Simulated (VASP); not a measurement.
The system is IrSe.

```xyz
2
Lattice="0.0000 2.7821 2.7821 2.7821 0.0000 2.7821 2.7821 2.7821 0.0000" Properties=species:S:1:pos:R:3 pbc="T T T"
Ir    0.0000    0.0000    0.0000
Se    1.3910    1.3910    1.3910
```

Base run:

* Program: VASP 6.6.1
* Functional: PBEsol
* Potentials or basis: VASP PAW PBE potentials, release 64 (Ir, Se)
* Cutoff: 520 eV
* k mesh: 10 × 10 × 10
* Occupations: gaussian, width 0.05 eV
* Spin: no spin polarisation

Its results: band gap on the k mesh zero (an odd number of electrons rules out a gap without spin polarisation); pressure -4.5 GPa.

Question: The run is repeated on the same cell with these changes: functional from PBEsol to PBE. What comes out?

Answer: Band gap on the k mesh zero (an odd number of electrons rules out a gap without spin polarisation); pressure 0.3 GPa.

PBE binds less tightly than PBEsol, so the same cell stands under more pressure.

Caveats: spin-orbit coupling is left out, which moves the levels of the heavy elements; the cell stands under tension (at least some runs); the PAW data sets were made with another functional, which shifts forces and pressure a little (at least some runs).
